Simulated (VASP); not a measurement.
# Al2Cu (I4/mcm) in VASP: further runs, part 2 of 3

VASP 6.6.1. Earlier steps stand in the parts before.

## Step 4: Single point, PBE

This run uses another cell than the first one, of 15.34 Å³/atom.

File INCAR:

```
SYSTEM = Al2Cu
PREC     = Accurate       ! precision mode
ENCUT    = 520            ! plane-wave cutoff, eV
EDIFF    = 1E-6           ! SCF threshold, eV
ISMEAR   = 0              ! smearing method
SIGMA    = 0.15           ! smearing width, eV
LREAL    = .FALSE.        ! projectors in reciprocal space
LASPH    = .TRUE.         ! aspherical terms in the spheres
NELM     = 100            ! most SCF steps
ALGO     = Fast           ! electronic algorithm
ISIF     = 2              ! what is computed and relaxed
LWAVE    = .FALSE.        ! write WAVECAR
LCHARG   = .FALSE.        ! write CHGCAR
GGA      = PE             ! functional
NBANDS   = 26             ! bands
```

File KPOINTS:

```
Automatic mesh
0
G
  10 10 10
  0 0 0
```

File POSCAR:

```
Al2Cu
1.0
   -3.1169500000      3.1169500000      2.3680500000
    3.1169500000     -3.1169500000      2.3680500000
    3.1169500000      3.1169500000     -2.3680500000
Al Cu
4 2
Direct
    0.1587211657      0.6587211657      0.8174423314
    0.6587211657      0.8412788343      0.5000000000
    0.8412788343      0.3412788343      0.1825576686
    0.3412788343      0.1587211657      0.5000000000
    0.7500000000      0.7500000000      0.0000000000
    0.2500000000      0.2500000000      0.0000000000
```

Potentials or basis: VASP PAW PBE potentials, release 64 (Al, Cu).

On the command line:

```bash
$ cat potpaw_PBE.64/Al/POTCAR potpaw_PBE.64/Cu/POTCAR > POTCAR
$ mpirun -np 1 vasp_std > vasp.out
```

OUTCAR:

```text
SYSTEM = Al2Cu
   PREC = Accurate
   ENCUT = 520
   EDIFF = 1E-6
   ISMEAR = 0
   LREAL = .FALSE.
   LASPH = .TRUE.
   NELM = 100
   ISIF = 2
   GGA = PE

 ion  position               nearest neighbor table
   1  0.159  0.659  0.817-   5 2.63   6 2.63   5 2.63   6 2.63   3 2.80   3 2.86   3 2.86   4 3.09
                             2 3.09   2 3.09   4 3.09   4 3.32   2 3.32   2 3.32   4 3.32
   2  0.659  0.841  0.500-   6 2.63   6 2.63   5 2.63   5 2.63   4 2.80   4 2.86   4 2.86   3 3.09
                             1 3.09   1 3.09   3 3.09   1 3.32   3 3.32   1 3.32   3 3.32
   3  0.841  0.341  0.183-   5 2.63   6 2.63   5 2.63   6 2.63   1 2.80   1 2.86   1 2.86   2 3.09
                             4 3.09   4 3.09   2 3.09   2 3.32   4 3.32   4 3.32   2 3.32
   4  0.341  0.159  0.500-   5 2.63   5 2.63   6 2.63   6 2.63   2 2.80   2 2.86   2 2.86   1 3.09
                             1 3.09   3 3.09   3 3.09   1 3.32   3 3.32   3 3.32   1 3.32
   5  0.750  0.750  0.000-   6 2.37   6 2.37   4 2.63   4 2.63   3 2.63   3 2.63   2 2.63   1 2.63
                             1 2.63   2 2.63
   6  0.250  0.250  0.000-   5 2.37   5 2.37   2 2.63   2 2.63   4 2.63   3 2.63   4 2.63   1 2.63
                             1 2.63   3 2.63

  LATTYP: Found a body centered tetragonal cell.
 ALAT       =     6.2339000000
 C/A-ratio  =     0.7597330724
[... 201 lines left out ...]
  band No.  band energies     occupation
      1      -2.8836      2.00000
      2       2.3927      2.00000
      3       2.5696      2.00000
      4       2.7205      2.00000
      5       2.7205      2.00000
      6       3.5642      2.00000
[... 685 lines left out ...]
     25      13.9632      0.00000
     26      14.3373      0.00000

 [... further k-points ...]

------------------------ aborting loop because EDIFF is reached ----------------------------------------

  FORCE on cell =-STRESS in cart. coord.  units (eV):
  Direction    XX          YY          ZZ          XY          YZ          ZX
  --------------------------------------------------------------------------------------
  -------------------------------------------------------------------------------------
  Total       -2.8556861     -2.8556861      1.8569944      0.0000000      0.0000000      0.0000000
  in kB      -49.7176410    -49.7176410     32.3303676      0.0000000      0.0000000      0.0000000
  external PRESSURE =     -22.3683048 kB  Pullay stress =       0.0000000 kB

 VOLUME and BASIS-vectors are now :
 -----------------------------------------------------------------------------
  energy-cutoff  :      520.00
  volume of cell :       92.03
      direct lattice vectors                 reciprocal lattice vectors
    -3.116950000  3.116950000  2.368050000     0.000000000  0.160413224  0.211144190
     3.116950000 -3.116950000  2.368050000     0.160413224  0.000000000  0.211144190
     3.116950000  3.116950000 -2.368050000     0.160413224  0.160413224  0.000000000

 POSITION                                       TOTAL-FORCE (eV/Angst)
 -----------------------------------------------------------------------------------
      4.10640      0.98945      0.00000        -0.094874     -0.094874      0.000000
      2.12750      0.98945      2.36805         0.094874     -0.094874      0.000000
     -0.98945      2.12750      2.36805         0.094874      0.094874     -0.000000
      0.98945      2.12750      0.00000        -0.094874      0.094874      0.000000
      0.00000      0.00000      3.55208         0.000000      0.000000      0.000000
      0.00000      0.00000      1.18403         0.000000      0.000000      0.000000
 -----------------------------------------------------------------------------------
    total drift:                               -0.000000     -0.000000      0.000000

  FREE ENERGIE OF THE ION-ELECTRON SYSTEM (eV)
  ---------------------------------------------------
  free  energy   TOTEN  =       -23.2869233711 eV

  energy  without entropy=      -23.2637455275  energy(sigma->0) =      -23.27533445
```

OSZICAR:

```text
N       E                     dE             d eps       ncg     rms          rms(c)
DAV:   1     0.183670040756E+03    0.18367E+03   -0.13628E+04  5304   0.144E+03
DAV:   2    -0.162302973362E+02   -0.19990E+03   -0.18781E+03  5326   0.283E+02
DAV:   3    -0.274121122129E+02   -0.11182E+02   -0.10544E+02  6822   0.876E+01
DAV:   4    -0.277385758321E+02   -0.32646E+00   -0.32484E+00  7888   0.128E+01
DAV:   5    -0.277447116945E+02   -0.61359E-02   -0.61349E-02  7832   0.169E+00    0.209E+01
RMM:   6    -0.332148617508E+02   -0.54702E+01   -0.98455E+01  6464   0.131E+02    0.186E+01
RMM:   7    -0.236336893483E+02    0.95812E+01   -0.29898E+01  5614   0.765E+01    0.326E+00
RMM:   8    -0.233364850894E+02    0.29720E+00   -0.18217E+00  5792   0.184E+01    0.110E+00
RMM:   9    -0.232890084490E+02    0.47477E-01   -0.42277E-01  6003   0.272E+00    0.360E-01
RMM:  10    -0.232969389440E+02   -0.79305E-02   -0.69873E-02  6450   0.305E+00    0.731E-01
RMM:  11    -0.232865377759E+02    0.10401E-01   -0.23924E-02  6419   0.208E+00    0.135E-01
RMM:  12    -0.232868988671E+02   -0.36109E-03   -0.44871E-03  7569   0.433E-01    0.491E-02
RMM:  13    -0.232869148741E+02   -0.16007E-04   -0.58950E-04  7324   0.191E-01    0.139E-02
RMM:  14    -0.232869289329E+02   -0.14059E-04   -0.20765E-04  6739   0.168E-01    0.314E-02
RMM:  15    -0.232869245092E+02    0.44237E-05   -0.67734E-05  7447   0.700E-02    0.136E-02
RMM:  16    -0.232869266341E+02   -0.21249E-05   -0.11378E-05  6500   0.235E-02    0.160E-02
RMM:  17    -0.232869232145E+02    0.34196E-05   -0.12183E-05  6038   0.446E-02    0.143E-03
RMM:  18    -0.232869233711E+02   -0.15665E-06   -0.19459E-06  4526   0.112E-02
   1 F= -.23286923E+02 E0= -.23275334E+02  d E =-.231778E-01
```

Run time: 7.8 min. Hardware: 1 thread of Intel Xeon Platinum 8488C (Sapphire Rapids), shared host; peak memory 0.37 GiB.

What came out:

```yaml
Free_energy: -23.2869 eV
Pressure: -2.2 GPa
Largest_force: 0.134 eV/Å
Band_gap_on_the_k_mesh: zero (bands 17 and 18 overlap by 4.67 eV)
```

Forces in eV/Å, atoms in the order of the input:
```
Al  -0.095 -0.095  0.000
Al   0.095 -0.095  0.000
Al   0.095  0.095  0.000
Al  -0.095  0.095  0.000
Cu   0.000  0.000  0.000
Cu   0.000  0.000  0.000
```

Stress tensor (GPa, compression positive):
```
-4.97  0.00  0.00
 0.00 -4.97  0.00
 0.00  0.00  3.23
```

Levels at points of the mesh, in eV from the Fermi level:
```
           k point  band 13  band 14  band 15  band 16  band 17  band 18  band 19  band 20  band 21  band 22
(0.00, 0.00, 0.00)    -3.06    -2.29    -1.10    -1.04    -1.04    -0.99    -0.15     0.08     1.59     1.59
(0.50, 0.00, 0.00)    -3.12    -3.12    -2.65    -2.65    -0.03    -0.03     3.49     3.49     3.84     3.84
(0.50, 0.50, 0.00)    -2.54    -2.37    -1.76    -1.62    -0.80    -0.44     0.29     0.69     4.43     4.76
(0.50, 0.50, 0.50)    -3.40    -3.07    -3.07    -1.65     2.72     2.96     2.96     3.04     4.04     4.74
```

Caveat: the stress differs along the axes, from -5 to 3 GPa.

## Step 5: Single point, PBE

This run uses another cell than the first one, of 15.36 Å³/atom.

File INCAR:

```
SYSTEM = Al2Cu
ALGO = Fast ; EDIFF = 1E-6
ENCUT = 520 ; GGA = PE
ISIF = 2 ; ISMEAR = 0
LASPH = .True. ; LCHARG = .False.
LREAL = .False. ; LWAVE = .False.
NBANDS = 26 ; NELM = 80
PREC = Accurate ; SIGMA = 0.15
```

File KPOINTS:

```
k-points
0
Gamma
  10 10 10
  0 0 0
```

Edit POSCAR of step 4 so:

```diff
@@ -2,5 +2,5 @@
 1.0
-   -3.1169500000      3.1169500000      2.3680500000
-    3.1169500000     -3.1169500000      2.3680500000
-    3.1169500000      3.1169500000     -2.3680500000
+   -3.0564000000      3.0564000000      2.4657000000
+    3.0564000000     -3.0564000000      2.4657000000
+    3.0564000000      3.0564000000     -2.4657000000
 Al Cu
```

Potentials or basis: VASP PAW PBE potentials, release 64 (Al, Cu).

On the command line:

```bash
$ cat potpaw_PBE.64/Al/POTCAR potpaw_PBE.64/Cu/POTCAR > POTCAR
$ mpirun -np 1 vasp_std > vasp.out
```

OUTCAR:

```text
SYSTEM = Al2Cu
   EDIFF = 1E-6
   ENCUT = 520
   GGA = PE
   ISIF = 2
   ISMEAR = 0
   LASPH = .True.
   LREAL = .False.
   NELM = 80
   PREC = Accurate

 ion  position               nearest neighbor table
   1  0.159  0.659  0.817-   5 2.61   6 2.61   5 2.61   6 2.61   3 2.74   3 2.93   3 2.93   4 3.14
                             2 3.14   2 3.14   4 3.14   4 3.25   2 3.25   2 3.25   4 3.25
   2  0.659  0.841  0.500-   6 2.61   5 2.61   5 2.61   6 2.61   4 2.74   4 2.93   4 2.93   3 3.14
                             1 3.14   1 3.14   3 3.14   1 3.25   3 3.25   1 3.25   3 3.25
   3  0.841  0.341  0.183-   5 2.61   6 2.61   5 2.61   6 2.61   1 2.74   1 2.93   1 2.93   2 3.14
                             4 3.14   4 3.14   2 3.14   2 3.25   4 3.25   4 3.25   2 3.25
   4  0.341  0.159  0.500-   5 2.61   6 2.61   6 2.61   5 2.61   2 2.74   2 2.93   2 2.93   1 3.14
                             1 3.14   3 3.14   3 3.14   1 3.25   3 3.25   3 3.25   1 3.25
   5  0.750  0.750  0.000-   6 2.47   6 2.47   1 2.61   2 2.61   3 2.61   4 2.61   2 2.61   4 2.61
                             1 2.61   3 2.61
   6  0.250  0.250  0.000-   5 2.47   5 2.47   1 2.61   3 2.61   4 2.61   3 2.61   4 2.61   1 2.61
                             2 2.61   2 2.61

  LATTYP: Found a body centered tetragonal cell.
 ALAT       =     6.1128000000
 C/A-ratio  =     0.8067334119

  Lattice vectors:

 A1 = (  -3.0564000000,   3.0564000000,   2.4657000000)
 A2 = (   3.0564000000,  -3.0564000000,   2.4657000000)
 A3 = (   3.0564000000,   3.0564000000,  -2.4657000000)

Analysis of symmetry for initial positions (statically):
=====================================================================
 Subroutine PRICEL returns:
 Original cell was already a primitive cell.

 Routine SETGRP: Setting up the symmetry group for a
 body centered tetragonal supercell.

 Subroutine GETGRP returns: Found 16 space group operations
 (whereof  8 operations were pure point group operations)
 out of a pool of 16 trial point group operations.

The static configuration has the point symmetry C_4h.
 The point group associated with its full space group is D_4h.

Analysis of symmetry for dynamics (positions and initial velocities):
[... 148 lines left out ...]
   IVDW    =     0    specifies the selected vdW correction
   LEPSILON=     F    determine dielectric tensor
   LRPA    =     F    only Hartree local field effects (RPA)
 non-spin polarized calculation
 RMM-DIIS sequential band-by-band and
 Gauss-broadening in eV      SIGMA  =   0.15
  energy-cutoff  :      520.00
  volume of cell :       92.13
 maximum number of plane-waves:      2501
 NGX is ok and might be reduce to    40
   NGX = 19   NGY = 19   NGZ = 19

 number of electron      33.9999990 magnetization

 Free energy of the ion-electron system (eV)
  ---------------------------------------------------
  ext. energy  EPLUGINS =         0.00000000
  ---------------------------------------------------
  free energy    TOTEN  =       -23.37486255 eV

  energy without entropy =      -23.35289341  energy(sigma->0) =      -23.36387798

 E-fermi :   7.6209     XC(G=0): -10.7316

 val. band max:        7.6052308142   @ k =  -0.1000   0.3000   0.1000
 cond. band min:       7.6440619634   @ k =   0.1000   0.1000   0.0000
 fundamental gap:      0.0388311493
 Fermi energy:         7.6209234961

 k-point     1 :       0.0000    0.0000    0.0000
  band No.  band energies     occupation
      1      -2.8882      2.00000
      2       2.4815      2.00000
      3       2.6975      2.00000
      4       2.6975      2.00000
      5       2.7397      2.00000
      6       3.5808      2.00000
[... 685 lines left out ...]
     25      14.5065      0.00000
     26      14.5250      0.00000

 [... further k-points ...]

------------------------ aborting loop because EDIFF is reached ----------------------------------------

  FORCE on cell =-STRESS in cart. coord.  units (eV):
  Direction    XX          YY          ZZ          XY          YZ          ZX
  --------------------------------------------------------------------------------------
  -------------------------------------------------------------------------------------
  Total       -1.5044899     -1.5044899     -1.5130219      0.0000000     -0.0000000      0.0000000
  in kB      -26.1625014    -26.1625014    -26.3108692      0.0000000     -0.0000000      0.0000000
  external PRESSURE =     -26.2119573 kB  Pullay stress =       0.0000000 kB

 VOLUME and BASIS-vectors are now :
 -----------------------------------------------------------------------------
  energy-cutoff  :      520.00
  volume of cell :       92.13
      direct lattice vectors                 reciprocal lattice vectors
    -3.056400000  3.056400000  2.465700000     0.000000000  0.163591153  0.202782171
     3.056400000 -3.056400000  2.465700000     0.163591153  0.000000000  0.202782171
     3.056400000  3.056400000 -2.465700000     0.163591153  0.163591153  0.000000000

 POSITION                                       TOTAL-FORCE (eV/Angst)
 -----------------------------------------------------------------------------------
      4.02663      0.97023      0.00000         0.005172      0.005172      0.000000
      2.08617      0.97023      2.46570        -0.005172      0.005172     -0.000000
     -0.97023      2.08617      2.46570        -0.005172     -0.005172     -0.000000
      0.97023      2.08617      0.00000         0.005172     -0.005172     -0.000000
      0.00000      0.00000      3.69855        -0.000000      0.000000     -0.000000
      0.00000      0.00000      1.23285        -0.000000      0.000000     -0.000000
 -----------------------------------------------------------------------------------
    total drift:                               -0.000000     -0.000000      0.000000

  FREE ENERGIE OF THE ION-ELECTRON SYSTEM (eV)
  ---------------------------------------------------
  free  energy   TOTEN  =       -23.3748625509 eV

  energy  without entropy=      -23.3528934055  energy(sigma->0) =      -23.36387798
```

Run time: 7.1 min. Hardware: 1 thread of Intel Xeon Platinum 8488C (Sapphire Rapids), shared host; peak memory 0.37 GiB.

Results:

```yaml
Free_energy: -23.3749 eV
Pressure: -2.6 GPa
Largest_force: 0.007 eV/Å
Band_gap_on_the_k_mesh: zero (bands 17 and 18 overlap by 4.23 eV)
```

Forces in eV/Å, atoms in the order of the input:
```
Al   0.005  0.005  0.000
Al  -0.005  0.005  0.000
Al  -0.005 -0.005  0.000
Al   0.005 -0.005  0.000
Cu   0.000  0.000  0.000
Cu   0.000  0.000  0.000
```

(Continued in part 3 of 3.)

The gap in the log of VASP goes by the Fermi energy; the results here count the filled bands.